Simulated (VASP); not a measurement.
# Be3ReH (P4/mmm) in VASP: relaxation of cell and atoms with PBE

Aim: the relaxation of cell and atoms of Be3ReH with PBE.

All numbers are computed with VASP 6.6.1; they aren't measurements. Logs are shortened: lines on timing, memory, paths and dates and some standing lists are left out, and cuts for length are marked.

### 1 The cell of the first run

Symmetry: P4/mmm, No. 123, tetragonal system. The conventional cell has a = 2.615 Å, b = 2.615 Å, c = 7.349 Å, α = 90.00°, β = 90.00°, γ = 90.00°. Be (site symmetry 4/mmm) has 12 Be at 2.22 to 2.61 Å within 2.9 Å. Within 2.9 Å of Be (site symmetry 4mm) lie 9 Be at 2.22 to 2.61 Å and 1 Re at 2.45 Å. Re (site symmetry 4/mmm) has 4 H at 1.85 Å and 2 Be at 2.45 Å within 2.5 Å. Within 2.5 Å of H (site symmetry 4/mmm) lie 4 Re at 1.85 Å.

The cell was generated, and may not be a known phase.

### 2 Relaxation of cell and atoms, PBE

File INCAR:

```
ALGO = Normal
EDIFF = 1E-6
EDIFFG = -0.01
ENCUT = 600
GGA = PE
IBRION = 2
ISIF = 3
ISMEAR = 0
LASPH = True
LCHARG = False
LREAL = False
LWAVE = False
NELM = 60
NSW = 100
PREC = Accurate
SIGMA = 0.1
```

File KPOINTS:

```
k-points
0
Gamma
  14 14 6
```

File POSCAR:

```
Be3ReH
1.0
    2.6149580529      0.0000000000      0.0000000000
    0.0000000000      2.6149580529      0.0000000000
    0.0000000000      0.0000000000      7.3493774558
Be Re H
3 1 1
Direct
    0.0000000000      0.0000000000      0.5000000000
    0.5000000000      0.5000000000      0.6669504067
    0.5000000000      0.5000000000      0.3330495933
    0.5000000000      0.5000000000      0.0000000000
    0.0000000000      0.0000000000      0.0000000000
```

Potentials or basis: VASP PAW PBE potentials, release 64 (Be, Re, H).

Started as:

```sh
> cat potpaw_PBE.64/Be/POTCAR potpaw_PBE.64/Re/POTCAR potpaw_PBE.64/H/POTCAR > POTCAR
> mpirun -np 1 vasp_std > vasp.out
```

OUTCAR:

```text
EDIFF = 1E-6
   EDIFFG = -0.01
   ENCUT = 600
   GGA = PE
   IBRION = 2
   ISIF = 3
   ISMEAR = 0
   LASPH = True
   LREAL = False
   NELM = 60
   NSW = 100
   PREC = Accurate

 ion  position               nearest neighbor table
   1  0.000  0.000  0.500-   2 2.22   3 2.22   2 2.22   3 2.22   2 2.22   3 2.22   2 2.22   3 2.22

   2  0.500  0.500  0.667-   1 2.22   1 2.22   1 2.22   1 2.22   4 2.45
   3  0.500  0.500  0.333-   1 2.22   1 2.22   1 2.22   1 2.22   4 2.45
   4  0.500  0.500  0.000-   5 1.85   5 1.85   5 1.85   5 1.85   2 2.45   3 2.45
   5  0.000  0.000  0.000-   4 1.85   4 1.85   4 1.85   4 1.85

  LATTYP: Found a simple tetragonal cell.
 ALAT       =     2.6149580529
 C/A-ratio  =     2.8105144737

  Lattice vectors:

 A1 = (   2.6149580529,   0.0000000000,   0.0000000000)
 A2 = (   0.0000000000,   2.6149580529,   0.0000000000)
 A3 = (   0.0000000000,   0.0000000000,   7.3493774558)

Analysis of symmetry for initial positions (statically):
=====================================================================
 Subroutine PRICEL returns:
 Original cell was already a primitive cell.

 Routine SETGRP: Setting up the symmetry group for a
 simple tetragonal supercell.

 Subroutine GETGRP returns: Found 16 space group operations
 (whereof 16 operations were pure point group operations)
 out of a pool of 16 trial point group operations.

The static configuration has the point symmetry D_4h.

Analysis of symmetry for dynamics (positions and initial velocities):
=====================================================================
 Subroutine PRICEL returns:
 Original cell was already a primitive cell.

 Routine SETGRP: Setting up the symmetry group for a
 simple tetragonal supercell.

 Subroutine GETGRP returns: Found 16 space group operations
 (whereof 16 operations were pure point group operations)
 out of a pool of 16 trial point group operations.

The dynamic configuration has the point symmetry D_4h.

 Subroutine INISYM returns: Found 16 space group operations
 (whereof 16 operations are pure point group operations),
 and found     1 'primitive' translations

----------------------------------------------------------------------------------------

                                     Primitive cell

  volume of cell :      50.2551

  direct lattice vectors                    reciprocal lattice vectors
     2.614958053  0.000000000  0.000000000     0.382415312  0.000000000  0.000000000
     0.000000000  2.614958053  0.000000000     0.000000000  0.382415312  0.000000000
     0.000000000  0.000000000  7.349377456     0.000000000  0.000000000  0.136065947

  length of vectors
     2.614958053  2.614958053  7.349377456     0.382415312  0.382415312  0.136065947

  position of ions in fractional coordinates (direct lattice)
     0.000000000  0.000000000  0.500000000
     0.500000000  0.500000000  0.666950407
     0.500000000  0.500000000  0.333049593
     0.500000000  0.500000000  0.000000000
     0.000000000  0.000000000  0.000000000

  ion indices of the primitive-cell ions
   primitive index   ion index
                 1           1
                 2           2
                 3           3
                 4           4
                 5           5

----------------------------------------------------------------------------------------

 KPOINTS: k-points

Automatic generation of k-mesh.
 Grid dimensions read from file:
 generate k-points for:   14   14    6

 Generating k-lattice:

  Cartesian coordinates                     Fractional coordinates (reciprocal lattice)
     0.027315379  0.000000000  0.000000000     0.071428571  0.000000000  0.000000000
     0.000000000  0.027315379  0.000000000     0.000000000  0.071428571  0.000000000
     0.000000000  0.000000000  0.022677658     0.000000000  0.000000000  0.166666667

  Length of vectors
     0.027315379  0.027315379  0.022677658

  Shift w.r.t. Gamma in fractional coordinates (k-lattice)
     0.000000000  0.000000000  0.000000000

 Subroutine IBZKPT returns following result:
 ===========================================

 Found    144 irreducible k-points:

 Following reciprocal coordinates:
            Coordinates               Weight
  0.000000  0.000000  0.000000      1.000000
  0.071429  0.000000  0.000000      4.000000
  0.142857  0.000000  0.000000      4.000000
  0.214286  0.000000  0.000000      4.000000
  0.285714  0.000000  0.000000      4.000000
  0.357143  0.000000  0.000000      4.000000
[... 16 lines left out ...]
  0.285714  0.214286  0.000000      8.000000
  0.357143  0.214286  0.000000      8.000000
 [... further k-points ...]
   k-points           NKPTS =    144   k-points in BZ     NKDIM =    144   number of bands    NBANDS=     11
   number of dos      NEDOS =    301   number of ions     NIONS =      5
   total plane-waves  NPLWV =  34560
   dimension x,y,z NGX =    24 NGY =   24 NGZ =   60
   dimension x,y,z NGXF=    48 NGYF=   48 NGZF=  120
   ions per type =               3   1   1
   NGX,Y,Z   is equivalent  to a cutoff of  15.26, 15.26, 13.57 a.u.
   NGXF,Y,Z  is equivalent  to a cutoff of  30.52, 30.52, 27.14 a.u.
 SYSTEM =  unknown system
   PREC   = accura    normal or accurate (medium, high low for compatibility)
   ISTART =      0    job   : 0-new  1-cont  2-samecut
   ICHARG =      2    charge: 1-file 2-atom 10-const
   ISPIN  =      1    spin polarized calculation?
   LNONCOLLINEAR =      F non collinear calculations
   LSORBIT =      F    spin-orbit coupling
   LASPH  =      T    aspherical Exc in radial PAW
   ENCUT  =  600.0 eV  44.10 Ry    6.64 a.u.   5.22  5.22 14.68*2*pi/ulx,y,z
   NELM   =     60;   NELMIN=  2; NELMDL= -5     # of ELM steps
   EDIFF  = 0.1E-05   stopping-criterion for ELM
   LREAL  =      F    real-space projection
   EDIFFG = -.1E-01   stopping-criterion for IOM
   NSW    =    100    number of steps for IOM
   IBRION =      2    ionic relax: 0-MD 1-quasi-New 2-CG
   NFREE  =      1    steps in history (QN), initial steepest desc. (CG)
   ISIF   =      3    stress and relaxation
   ISYM   =      2    0-nonsym 1-usesym 2-fastsym
   POTIM  = 0.5000    time-step for ionic-motion
   TEBEG  =    0.0;   TEEND  =   0.0 temperature during run
   PSTRESS=    0.0 pullay stress
   NELECT =      14.0000    total number of electrons
   NUPDOWN=      -1.0000    fix difference up-down
   EMIN   =  10.00;   EMAX   =-10.00  energy-range for DOS
   EFERMI =   0.00;   METHOD = LEGACY
   ISMEAR =     0;   SIGMA  =   0.10  broadening in eV -4-tet -1-fermi 0-gaus
   EFERMI_NEDOS =   21; number of points for ismear=-14 and -15
   IALGO  =     38    algorithm
   IMIX   =      4    mixing-type and parameters
     AMIX     =   0.40;   BMIX     =  1.00
     AMIX_MAG =   1.60;   BMIX_MAG =  1.00
  volume/ion in A,a.u.               =      10.05        67.83
  Fermi-wavevector in a.u.,A,eV,Ry     =   1.069196  2.020488 15.553922  1.143181
  Thomas-Fermi vector in A             =   2.204868
   LORBIT       =      0    0 simple, 1 ext, 2 COOP (PROOUT), +10 PAW based schemes
   GGA     = PE    functional components
   LHFCALC =     F    Hartree Fock is set to
   AEXX    =    0.0000 exact exchange contribution
   IVDW    =     0    specifies the selected vdW correction
   LEPSILON=     F    determine dielectric tensor
   LRPA    =     F    only Hartree local field effects (RPA)
 conjugate gradient relaxation of ions
 non-spin polarized calculation
 Gauss-broadening in eV      SIGMA  =   0.10
  energy-cutoff  :      600.00
  volume of cell :       50.26
 maximum number of plane-waves:      1717
 NGX is ok and might be reduce to    24
   NGX = 11   NGY = 11   NGZ = 29

--------------------------------------- Ionic step        1  -------------------------------------------

 number of electron      13.9999999 magnetization

 Free energy of the ion-electron system (eV)
  ---------------------------------------------------
  ext. energy  EPLUGINS =         0.00000000
  ---------------------------------------------------
  free energy    TOTEN  =       -23.98716293 eV

  energy without entropy =      -23.97241943  energy(sigma->0) =      -23.97979118

------------------------ aborting loop because EDIFF is reached ----------------------------------------

  FORCE on cell =-STRESS in cart. coord.  units (eV):
  Direction    XX          YY          ZZ          XY          YZ          ZX
  --------------------------------------------------------------------------------------
  -------------------------------------------------------------------------------------
  Total       -0.0884522     -0.0884522      1.0549970      0.0000000      0.0000000      0.0000000
  in kB       -2.8199372     -2.8199372     33.6342530      0.0000000      0.0000000      0.0000000
  external PRESSURE =       9.3314595 kB  Pullay stress =       0.0000000 kB
[... 219 lines left out ...]
  energy  without entropy=      -24.0467654443  energy(sigma->0) =      -24.05197151

--------------------------------------- Ionic step        7  -------------------------------------------

 number of electron      13.9999999 magnetization

 Free energy of the ion-electron system (eV)
  ---------------------------------------------------
  ext. energy  EPLUGINS =         0.00000000
  ---------------------------------------------------
  free energy    TOTEN  =       -24.06050931 eV

  energy without entropy =      -24.05003563  energy(sigma->0) =      -24.05527247

 E-fermi :   4.8434     XC(G=0): -10.6914

 val. band max:        4.8361072054   @ k =   0.3571   0.1429   0.5000
 cond. band min:       4.8486665572   @ k =   0.3571   0.0714   0.3333
 fundamental gap:      0.0125593518
 Fermi energy:         4.8433857856

 k-point     1 :       0.0000    0.0000    0.0000
  band No.  band energies     occupation
      1      -6.6246      2.00000
      2      -3.7744      2.00000
      3      -0.9792      2.00000
      4      -0.1889      2.00000
      5       0.3369      2.00000
      6       4.8625      0.78731
      7       6.5163      0.00000
      8       6.5163      0.00000
      9       8.0498      0.00000
     10       9.6732      0.00000
     11      11.7134      0.00000
[... 309 lines left out ...]
 k-point    24 :       0.3571    0.2143    0.0000
  band No.  band energies     occupation
      1      -3.3721      2.00000
      2      -0.8581      2.00000
      3       0.7822      2.00000
      4       2.2958      2.00000
      5       2.7350      2.00000
      6       3.4392      2.00000
      7       3.9108      2.00000
      8       4.6013      1.99938
      9       5.6123      0.00000
     10       7.8883      0.00000
     11       9.3341      0.00000

 [... further k-points ...]

------------------------ aborting loop because EDIFF is reached ----------------------------------------

  FORCE on cell =-STRESS in cart. coord.  units (eV):
  Direction    XX          YY          ZZ          XY          YZ          ZX
  --------------------------------------------------------------------------------------
  -------------------------------------------------------------------------------------
  Total        0.0178598      0.0178598     -0.0388196      0.0000000     -0.0000000      0.0000000
  in kB        0.5564878      0.5564878     -1.2095675      0.0000000     -0.0000000      0.0000000
  external PRESSURE =      -0.0321973 kB  Pullay stress =       0.0000000 kB
[... 20 lines left out ...]
  FREE ENERGIE OF THE ION-ELECTRON SYSTEM (eV)
  ---------------------------------------------------
  free  energy   TOTEN  =       -24.0605093124 eV

  energy  without entropy=      -24.0500356265  energy(sigma->0) =      -24.05527247

 reached required accuracy - stopping structural energy minimisation
```

It took 3.6 min on 1 thread of Intel Xeon 6975P-C (Granite Rapids), shared host; peak memory 0.29 GiB.

Results:

```yaml
Free_energy: -24.0605 eV
Relaxed_volume: 10.28 Å³/atom
Relaxed_cell: a = 2.594 Å, b = 2.594 Å, c = 7.644 Å, α = 90.00°, β = 90.00°, γ = 90.00°
Space_group_after_relaxing_to_0.1_Å: P4/mmm (No. 123)
Energy_gained_by_relaxing: 14.7 meV/atom
Ionic_steps: 7
Pressure_after_relaxing: 0.0 GPa
Largest_force_after_relaxing: 0.007 eV/Å
Band_gap_on_the_k_mesh: zero (bands 7 and 8 overlap by 2.84 eV)
```

Forces on the atoms (eV/Å):
```
Be   0.000  0.000  0.000
Be   0.000  0.000 -0.007
Be   0.000  0.000  0.007
Re   0.000  0.000  0.000
H    0.000  0.000  0.000
```

Step by step:
```csv
step,energy change (eV),largest force (eV/Å),pressure (GPa),volume (Å³)
1,0.0000,0.3750,0.93,50.26
2,-0.0226,0.3558,0.19,50.68
3,-0.0636,0.2128,-1.86,51.94
4,-0.0645,0.1392,-2.31,52.26
5,-0.0646,0.0808,1.17,51.26
6,-0.0700,0.0248,-0.62,51.76
7,-0.0733,0.0072,0.00,51.42
```

Final structure:
```xyz
5
Lattice="2.5937 0.0000 0.0000 0.0000 2.5937 0.0000 0.0000 0.0000 7.6436" Properties=species:S:1:pos:R:3 pbc="T T T"
Be    2.5937    0.0000    3.8218
Be    1.2968    1.2968    5.2020
Be    1.2968    1.2968    2.4416
Re    1.2968    1.2968    0.0000
H     2.5937    0.0000    0.0000
```

Levels at points of the mesh, in eV from the Fermi level:
```
           k point  band 5  band 6  band 7  band 8  band 9  band 10
(0.00, 0.00, 0.00)   -4.51    0.02    1.67    1.67    3.21     4.83
(0.50, 0.00, 0.00)   -3.71   -2.41   -1.02   -0.71   -0.11     2.32
(0.50, 0.50, 0.00)   -1.59   -0.76    1.98    2.84    2.84     3.83
(0.00, 0.00, 0.50)   -3.02   -1.82    1.67    1.67    3.21     7.01
(0.50, 0.00, 0.50)   -2.81   -2.78   -1.89   -0.71    1.11     2.32
(0.50, 0.50, 0.50)   -1.02   -0.76    1.64    1.64    1.98     3.63
```

Caveat: spin-orbit coupling is left out, which moves the levels of the heavy elements.
